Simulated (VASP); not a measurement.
# Ga (Pm-3m) in VASP: a series of runs

Ga is run at these levels: RPBE; tasks: single point.

All numbers are computed with VASP 6.6.1; they aren't measurements. Logs are shortened: lines on timing, memory, paths and dates and some standing lists are left out, and cuts for length are marked.

### 1 The cell of the first run

Symmetry: Pm-3m, No. 221, cubic system. The conventional cell has a = 2.762 Å, b = 2.762 Å, c = 2.762 Å, α = 90.00°, β = 90.00°, γ = 90.00°. Within 3.6 Å of Ga (site symmetry m-3m) lie 6 Ga at 2.76 Å.

### 2 Single point, RPBE

Input file INCAR:

```
SYSTEM = Ga
PREC = Accurate ; ENCUT = 520
EDIFF = 1E-7 ; ISMEAR = -1
SIGMA = 0.1 ; LREAL = .False.
LASPH = .True. ; NELM = 60
ALGO = Normal ; ISIF = 2
LWAVE = .False. ; LCHARG = .False.
GGA = RP ; NBANDS = 12
```

Input file KPOINTS:

```
Automatic mesh
0
Gamma
  13 13 13
  0 0 0
```

Input file POSCAR:

```
Ga
1.0
    2.7624067219      0.0000000000      0.0000000000
    0.0000000000      2.7624067219      0.0000000000
    0.0000000000      0.0000000000      2.7624067219
Ga
1
Direct
    0.0000000000      0.0000000000      0.0000000000
```

Potentials or basis: VASP PAW PBE potentials, release 64 (Ga_d).

Launch:

```sh
$ cat potpaw_PBE.64/Ga_d/POTCAR > POTCAR
$ mpirun -np 1 vasp_std > vasp.out
```

OUTCAR:

```text
SYSTEM = Ga
   PREC = Accurate
   ENCUT = 520
   EDIFF = 1E-7
   ISMEAR = -1
   LREAL = .False.
   LASPH = .True.
   NELM = 60
   ISIF = 2
   GGA = RP

 ion  position               nearest neighbor table
   1  0.000  0.000  0.000-

  LATTYP: Found a simple cubic cell.
 ALAT       =     2.7624067219

  Lattice vectors:

 A1 = (   2.7624067219,   0.0000000000,   0.0000000000)
 A2 = (   0.0000000000,   2.7624067219,   0.0000000000)
 A3 = (   0.0000000000,   0.0000000000,   2.7624067219)

Analysis of symmetry for initial positions (statically):
=====================================================================
 Subroutine PRICEL returns:
 Original cell was already a primitive cell.

 Routine SETGRP: Setting up the symmetry group for a
 simple cubic supercell.

 Subroutine GETGRP returns: Found 48 space group operations
 (whereof 48 operations were pure point group operations)
 out of a pool of 48 trial point group operations.

The static configuration has the point symmetry O_h .

Analysis of symmetry for dynamics (positions and initial velocities):
=====================================================================
 Subroutine PRICEL returns:
 Original cell was already a primitive cell.

 Routine SETGRP: Setting up the symmetry group for a
 simple cubic supercell.

 Subroutine GETGRP returns: Found 48 space group operations
 (whereof 48 operations were pure point group operations)
 out of a pool of 48 trial point group operations.

The dynamic configuration has the point symmetry O_h .

 Subroutine INISYM returns: Found 48 space group operations
 (whereof 48 operations are pure point group operations),
 and found     1 'primitive' translations

----------------------------------------------------------------------------------------

                                     Primitive cell

  volume of cell :      21.0796

  direct lattice vectors                    reciprocal lattice vectors
     2.762406722  0.000000000  0.000000000     0.362003174  0.000000000  0.000000000
     0.000000000  2.762406722  0.000000000     0.000000000  0.362003174  0.000000000
     0.000000000  0.000000000  2.762406722     0.000000000  0.000000000  0.362003174

  length of vectors
     2.762406722  2.762406722  2.762406722     0.362003174  0.362003174  0.362003174

  position of ions in fractional coordinates (direct lattice)
     0.000000000  0.000000000  0.000000000

  ion indices of the primitive-cell ions
   primitive index   ion index
                 1           1

----------------------------------------------------------------------------------------

 KPOINTS: Automatic mesh

Automatic generation of k-mesh.
 Grid dimensions read from file:
 generate k-points for:   13   13   13

 Generating k-lattice:

  Cartesian coordinates                     Fractional coordinates (reciprocal lattice)
     0.027846398  0.000000000  0.000000000     0.076923077  0.000000000  0.000000000
     0.000000000  0.027846398  0.000000000     0.000000000  0.076923077  0.000000000
     0.000000000  0.000000000  0.027846398     0.000000000  0.000000000  0.076923077

  Length of vectors
     0.027846398  0.027846398  0.027846398

  Shift w.r.t. Gamma in fractional coordinates (k-lattice)
     0.000000000  0.000000000  0.000000000

 Subroutine IBZKPT returns following result:
 ===========================================

 Found     84 irreducible k-points:

 Following reciprocal coordinates:
            Coordinates               Weight
  0.000000  0.000000  0.000000      1.000000
  0.076923  0.000000  0.000000      6.000000
  0.153846  0.000000  0.000000      6.000000
  0.230769  0.000000  0.000000      6.000000
  0.307692  0.000000  0.000000      6.000000
  0.384615  0.000000  0.000000      6.000000
[... 16 lines left out ...]
  0.307692  0.307692  0.000000     12.000000
  0.384615  0.307692  0.000000     24.000000
 [... further k-points ...]
   k-points           NKPTS =     84   k-points in BZ     NKDIM =     84   number of bands    NBANDS=     12
   number of dos      NEDOS =    301   number of ions     NIONS =      1
   total plane-waves  NPLWV =  13824
   dimension x,y,z NGX =    24 NGY =   24 NGZ =   24
   dimension x,y,z NGXF=    48 NGYF=   48 NGZF=   48
   ions per type =               1
   NGX,Y,Z   is equivalent  to a cutoff of  14.44, 14.44, 14.44 a.u.
   NGXF,Y,Z  is equivalent  to a cutoff of  28.89, 28.89, 28.89 a.u.
 SYSTEM =  Ga
   PREC   = accura    normal or accurate (medium, high low for compatibility)
   ISTART =      0    job   : 0-new  1-cont  2-samecut
   ICHARG =      2    charge: 1-file 2-atom 10-const
   ISPIN  =      1    spin polarized calculation?
   LNONCOLLINEAR =      F non collinear calculations
   LSORBIT =      F    spin-orbit coupling
   LASPH  =      T    aspherical Exc in radial PAW
   ENCUT  =  520.0 eV  38.22 Ry    6.18 a.u.   5.14  5.14  5.14*2*pi/ulx,y,z
   NELM   =     60;   NELMIN=  2; NELMDL= -5     # of ELM steps
   EDIFF  = 0.1E-06   stopping-criterion for ELM
   LREAL  =      F    real-space projection
   EDIFFG = 0.1E-05   stopping-criterion for IOM
   NSW    =      0    number of steps for IOM
   IBRION =     -1    ionic relax: 0-MD 1-quasi-New 2-CG
   NFREE  =      0    steps in history (QN), initial steepest desc. (CG)
   ISIF   =      2    stress and relaxation
   ISYM   =      2    0-nonsym 1-usesym 2-fastsym
   POTIM  = 0.5000    time-step for ionic-motion
   TEBEG  =    0.0;   TEEND  =   0.0 temperature during run
   PSTRESS=    0.0 pullay stress
   NELECT =      13.0000    total number of electrons
   NUPDOWN=      -1.0000    fix difference up-down
   EMIN   =  10.00;   EMAX   =-10.00  energy-range for DOS
   EFERMI =   0.00;   METHOD = LEGACY
   ISMEAR =    -1;   SIGMA  =   0.10  broadening in eV -4-tet -1-fermi 0-gaus
   EFERMI_NEDOS =   21; number of points for ismear=-14 and -15
   IALGO  =     38    algorithm
   IMIX   =      4    mixing-type and parameters
     AMIX     =   0.40;   BMIX     =  1.00
     AMIX_MAG =   1.60;   BMIX_MAG =  1.00
  volume/ion in A,a.u.               =      21.08       142.25
  Fermi-wavevector in a.u.,A,eV,Ry     =   1.393483  2.633301 26.419721  1.941795
  Thomas-Fermi vector in A             =   2.517125
   LORBIT       =      0    0 simple, 1 ext, 2 COOP (PROOUT), +10 PAW based schemes
   GGA     = RP    functional components
   LHFCALC =     F    Hartree Fock is set to
   AEXX    =    0.0000 exact exchange contribution
   IVDW    =     0    specifies the selected vdW correction
   LEPSILON=     F    determine dielectric tensor
   LRPA    =     F    only Hartree local field effects (RPA)
 non-spin polarized calculation
  energy-cutoff  :      520.00
  volume of cell :       21.08
 maximum number of plane-waves:       587
 NGX is ok and might be reduce to    24
   NGX = 11   NGY = 11   NGZ = 11

 number of electron      12.9999998 magnetization

 Free energy of the ion-electron system (eV)
  ---------------------------------------------------
  ext. energy  EPLUGINS =         0.00000000
  ---------------------------------------------------
  free energy    TOTEN  =        -2.47163821 eV

  energy without entropy =       -2.45151962  energy(sigma->0) =       -2.46157891

 E-fermi :   4.4957     XC(G=0): -10.2661

 val. band max:        4.4880548700   @ k =   0.4615   0.4615   0.0769
 cond. band min:       4.4963652330   @ k =   0.3846   0.3846   0.0000
 fundamental gap:      0.0083103629
 Fermi energy:         4.4957308068

 k-point     1 :       0.0000    0.0000    0.0000
  band No.  band energies     occupation
      1     -10.6037      2.00000
      2     -10.6037      2.00000
      3     -10.1514      2.00000
      4     -10.1514      2.00000
      5     -10.1514      2.00000
      6      -5.7402      2.00000
      7      13.1240      0.00000
      8      13.1240      0.00000
      9      13.1240      0.00000
     10      15.9898      0.00000
     11      15.9898      0.00000
     12      18.2446      0.00000

 k-point     2 :       0.0769    0.0000    0.0000
  band No.  band energies     occupation
      1     -10.6018      2.00000
      2     -10.5858      2.00000
      3     -10.1586      2.00000
      4     -10.1586      2.00000
      5     -10.1508      2.00000
      6      -5.6248      2.00000
      7      11.4472      0.00000
      8      13.2428      0.00000
      9      13.2428      0.00000
     10      16.0895      0.00000
     11      17.1040      0.00000
     12      19.0931      0.00000

 k-point     3 :       0.1538    0.0000    0.0000
  band No.  band energies     occupation
      1     -10.5964      2.00000
      2     -10.5369      2.00000
      3     -10.1784      2.00000
      4     -10.1784      2.00000
      5     -10.1491      2.00000
      6      -5.2771      2.00000
      7       8.9568      0.00000
      8      13.5932      0.00000
      9      13.5932      0.00000
     10      16.3886      0.00000
     11      17.7662      0.00000
     12      21.7572      0.00000
[... 286 lines left out ...]
 k-point    23 :       0.3077    0.3077    0.0000
  band No.  band energies     occupation
      1     -10.4827      2.00000
      2     -10.3629      2.00000
      3     -10.2363      2.00000
      4     -10.2270      2.00000
      5     -10.2229      2.00000
      6      -2.0612      2.00000
      7       5.5603      0.00005
      8       6.7026      0.00000
      9      14.6232      0.00000
     10      16.6566      0.00000
     11      20.1099      0.00000
     12      25.9607      0.00000

 k-point    24 :       0.3846    0.3077    0.0000
  band No.  band energies     occupation
      1     -10.4689      2.00000
      2     -10.3985      2.00000
      3     -10.2482      2.00000
      4     -10.2218      2.00000
      5     -10.1757      2.00000
      6      -1.0720      2.00000
      7       4.0685      1.97249
      8       7.1212      0.00000
      9      12.8931      0.00000
     10      17.4567      0.00000
     11      21.0026      0.00000
     12      24.6128      0.00000

 [... further k-points ...]
[... 5 lines left out ...]
  --------------------------------------------------------------------------------------
  -------------------------------------------------------------------------------------
  Total       -0.0180496     -0.0180496     -0.0180496     -0.0000000     -0.0000000     -0.0000000
  in kB       -1.3718739     -1.3718739     -1.3718739     -0.0000000     -0.0000000     -0.0000000
  external PRESSURE =      -1.3718739 kB  Pullay stress =       0.0000000 kB

 VOLUME and BASIS-vectors are now :
 -----------------------------------------------------------------------------
  energy-cutoff  :      520.00
  volume of cell :       21.08
      direct lattice vectors                 reciprocal lattice vectors
     2.762406722  0.000000000  0.000000000     0.362003174  0.000000000  0.000000000
     0.000000000  2.762406722  0.000000000     0.000000000  0.362003174  0.000000000
     0.000000000  0.000000000  2.762406722     0.000000000  0.000000000  0.362003174

 POSITION                                       TOTAL-FORCE (eV/Angst)
 -----------------------------------------------------------------------------------
      0.00000      0.00000      0.00000         0.000000      0.000000      0.000000
 -----------------------------------------------------------------------------------
    total drift:                                0.000000      0.000000      0.000000

  FREE ENERGIE OF THE ION-ELECTRON SYSTEM (eV)
  ---------------------------------------------------
  free  energy   TOTEN  =        -2.4716382072 eV

  energy  without entropy=       -2.4515196178  energy(sigma->0) =       -2.46157891
```

Wall time 16 s (1 thread of Intel Xeon 8259CL, shared host); peak memory 0.15 GiB.

Results:

```yaml
Free_energy: -2.4716 eV
Pressure: -0.1 GPa
```

Caveat: the PAW data sets were made with another functional, which shifts forces and pressure a little.

### 3 Single point, RPBE (volume scaled by 1.04)

Input file INCAR:

```
SYSTEM = Ga
PREC     = Accurate       ! precision mode
ENCUT    = 520            ! plane-wave cutoff, eV
EDIFF    = 1E-7           ! SCF threshold, eV
ISMEAR   = -1             ! smearing method
SIGMA    = 0.1            ! smearing width, eV
LREAL    = .False.        ! projectors in reciprocal space
LASPH    = .True.         ! aspherical terms in the spheres
NELM     = 100            ! most SCF steps
ALGO     = Normal         ! electronic algorithm
ISIF     = 2              ! what is computed and relaxed
LWAVE    = .False.        ! write WAVECAR
LCHARG   = .False.        ! write CHGCAR
GGA      = RP             ! functional
NBANDS   = 12             ! bands
```

KPOINTS is that of step 2.

Input file POSCAR:

```
Ga
1.0
    2.7987583475      0.0000000000      0.0000000000
    0.0000000000      2.7987583475      0.0000000000
    0.0000000000      0.0000000000      2.7987583475
Ga
1
Direct
    0.0000000000      0.0000000000      0.0000000000
```

Potentials or basis: VASP PAW PBE potentials, release 64 (Ga_d).

Launch:

```sh
$ cat potpaw_PBE.64/Ga_d/POTCAR > POTCAR
$ mpirun -np 1 vasp_std > vasp.out
```

Wall time 15 s (1 thread of Intel Xeon 8259CL, shared host); peak memory 0.15 GiB.

It converged, with:

- Free energy: -2.4672 eV
- Pressure: -1.5 GPa

Levels at points of the mesh, in eV from the Fermi level:
```csv
k point,band 2,band 3,band 4,band 5,band 6,band 7,band 8,band 9,band 10,band 11
"(0.00, 0.00, 0.00)",-15.07,-14.66,-14.66,-14.66,-9.99,8.36,8.36,8.36,11.25,11.25
```

Caveat: the PAW data sets were made with another functional, which shifts forces and pressure a little.

### 4 Single point, RPBE (volume scaled by 1.08)

Input file INCAR:

```
PREC = Accurate
ENCUT = 520
EDIFF = 1E-7
ISMEAR = -1
SIGMA = 0.1
LREAL = False
LASPH = True
NELM = 100
ALGO = Normal
ISIF = 2
LWAVE = False
LCHARG = True
GGA = RP
LELF = True
LVHAR = True
NBANDS = 12
```

Input file KPOINTS:

```
regular mesh
0
Gamma
  13 13 13
```

Input file POSCAR:

```
Ga
1.0
    2.8341894296      0.0000000000      0.0000000000
    0.0000000000      2.8341894296      0.0000000000
    0.0000000000      0.0000000000      2.8341894296
Ga
1
Direct
    0.0000000000      0.0000000000      0.0000000000
```

Launch:

```sh
$ cat potpaw_PBE.64/Ga_d/POTCAR > POTCAR
$ mpirun -np 1 vasp_std > vasp.out
```

It took 20 s on 1 thread of Intel Xeon 8259CL, shared host; peak memory 0.15 GiB.

The run converged. Its results:

```
Free energy : -2.4565 eV
Pressure    : -2.5 GPa
```

Levels at points of the mesh, in eV from the Fermi level:
| k point | band 3 | band 4 | band 5 | band 6 | band 7 | band 8 | band 9 | band 10 |
| --- | --- | --- | --- | --- | --- | --- | --- | --- |
| (0.00, 0.00, 0.00) | -14.66 | -14.66 | -14.66 | -9.77 | 8.12 | 8.12 | 8.12 | 11.03 |

Caveat: the PAW data sets were made with another functional, which shifts forces and pressure a little.

### 5 Single point, RPBE (volume scaled by 1.12)

Input file INCAR:

```
ALGO = Normal ; EDIFF = 1E-6
ENCUT = 520 ; GGA = RP
ISIF = 2 ; ISMEAR = -1
LASPH = True ; LCHARG = False
LREAL = False ; LWAVE = False
NBANDS = 12 ; NELM = 60
PREC = Accurate ; SIGMA = 0.1
```

Input file KPOINTS:

```
k-points
0
Gamma
  13 13 13
```

Input file POSCAR:

```
Ga
1.0
    2.8687561221      0.0000000000      0.0000000000
    0.0000000000      2.8687561221      0.0000000000
    0.0000000000      0.0000000000      2.8687561221
Ga
1
Direct
    0.0000000000      0.0000000000      0.0000000000
```

Launch:

```sh
$ cat potpaw_PBE.64/Ga_d/POTCAR > POTCAR
$ mpirun -np 1 vasp_std > vasp.out
```

Wall time 20 s (1 thread of Intel Xeon 8259CL, shared host); peak memory 0.15 GiB.

Results (log left out):

```yaml
Free_energy: -2.4414 eV
Pressure: -3.3 GPa
```

Levels at points of the mesh, in eV from the Fermi level:
```
           k point  band 3  band 4  band 5  band 6  band 7  band 8  band 9  band 10
(0.00, 0.00, 0.00)  -14.67  -14.67  -14.67   -9.56    7.89    7.89    7.89    10.82
```

Caveat: the PAW data sets were made with another functional, which shifts forces and pressure a little.

### 6 Overview

| cell | gap on the mesh (eV) | pressure (GPa) |
| --- | --- | --- |
| a = 2.762 Å, 1 atom | none | -0.1 |
| a = 2.799 Å, 1 atom | none | -1.5 |
| a = 2.834 Å, 1 atom | none | -2.5 |
| a = 2.869 Å, 1 atom | none | -3.3 |

Alike in all rows: task single point; level RPBE; potentials or basis VASP PAW PBE potentials, release 64 (Ga_d); no spin polarisation; k mesh 13 × 13 × 13; cutoff (eV) 520; smearing fermi-dirac 0.1 eV.

Caveats: the PAW data sets were made with another functional, which shifts forces and pressure a little.

Absolute energies hang on the potentials; compare differences alone.
